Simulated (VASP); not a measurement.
Set up this calculation in VASP 6.6.1, as the native input.

```
Task                   : single point
Functional             : r2SCAN
Potentials or basis    : VASP PAW PBE potentials, release 64 (Pb_d, O)
Cutoff                 : 520 eV
k mesh                 : 4 × 4 × 4
Occupations            : gaussian, width 0.01 eV
Spin                   : no spin polarisation
Dipole correction      : no
Further INCAR settings : ALGO = Normal; EDIFF = 1e-06; NBANDS = 28
```

Crystal: PbO (Litharge).

```
Pb O
1.0
     3.98040    0.00000    0.00000
     0.00000    3.98040    0.00000
     0.00000    0.00000    5.00091
Pb O
2 2
Direct
  0.00000 0.50000 0.23663
  0.50000 0.00000 0.76337
  0.00000 0.00000 0.00000
  0.50000 0.50000 0.00000
```

The input as run:

POSCAR

```
PbO
1.0
    3.9804039041      0.0000000000      0.0000000000
    0.0000000000      3.9804039041      0.0000000000
    0.0000000000      0.0000000000      5.0009130147
Pb O
2 2
Direct
    0.0000000000      0.5000000000      0.2366325594
    0.5000000000      0.0000000000      0.7633674406
    0.0000000000      0.0000000000      0.0000000000
    0.5000000000      0.5000000000      0.0000000000
```

INCAR.step1

```
SYSTEM = PbO
PREC     = Accurate       ! precision mode
ENCUT    = 520            ! plane-wave cutoff, eV
ISMEAR   = 0              ! smearing method
SIGMA    = 0.01           ! smearing width, eV
LREAL    = .False.        ! projectors in reciprocal space
LASPH    = .True.         ! aspherical terms in the spheres
NELM     = 100            ! most SCF steps
NBANDS   = 28             ! bands
GGA      = PE             ! functional
ALGO     = Normal         ! electronic algorithm
EDIFF    = 1E-4           ! SCF threshold, eV
LWAVE    = .True.         ! write WAVECAR
LCHARG   = .False.        ! write CHGCAR
```

INCAR.step2

```
SYSTEM = PbO
PREC     = Accurate       ! precision mode
ENCUT    = 520            ! plane-wave cutoff, eV
EDIFF    = 1E-6           ! SCF threshold, eV
ISMEAR   = 0              ! smearing method
SIGMA    = 0.01           ! smearing width, eV
LREAL    = .False.        ! projectors in reciprocal space
LASPH    = .True.         ! aspherical terms in the spheres
NELM     = 100            ! most SCF steps
ALGO     = Normal         ! electronic algorithm
ISIF     = 2              ! what is computed and relaxed
LWAVE    = .False.        ! write WAVECAR
LCHARG   = .False.        ! write CHGCAR
METAGGA  = R2SCAN         ! meta-GGA
LMIXTAU  = .True.       
NBANDS   = 28             ! bands
ISTART   = 1
```

KPOINTS

```
regular mesh
0
Gamma
  4 4 4
  0 0 0
```

Potentials or basis: VASP PAW PBE potentials, release 64 (Pb_d, O).

Launch:

```sh
$ cat potpaw_PBE.64/Pb_d/POTCAR potpaw_PBE.64/O/POTCAR > POTCAR
$ cp INCAR.step1 INCAR
$ mpirun -np 1 vasp_std > vasp.out
$ cp INCAR.step2 INCAR
$ mpirun -np 1 vasp_std > vasp.out
```

Results of the run:

| Quantity | Value |
| --- | --- |
| Pressure | 1.7 GPa |
| Largest force | 0.094 eV/Å |
| Band gap on the k mesh | 1.53 eV, indirect (least direct gap 2.69 eV) |

Caveat: the PAW data sets were made with another functional, which shifts forces and pressure a little; spin-orbit coupling is left out, which moves the levels of the heavy elements.

Run time: 4.9 min on 1 thread of AMD EPYC 7R13 (shared host), peak memory 0.18 GiB.
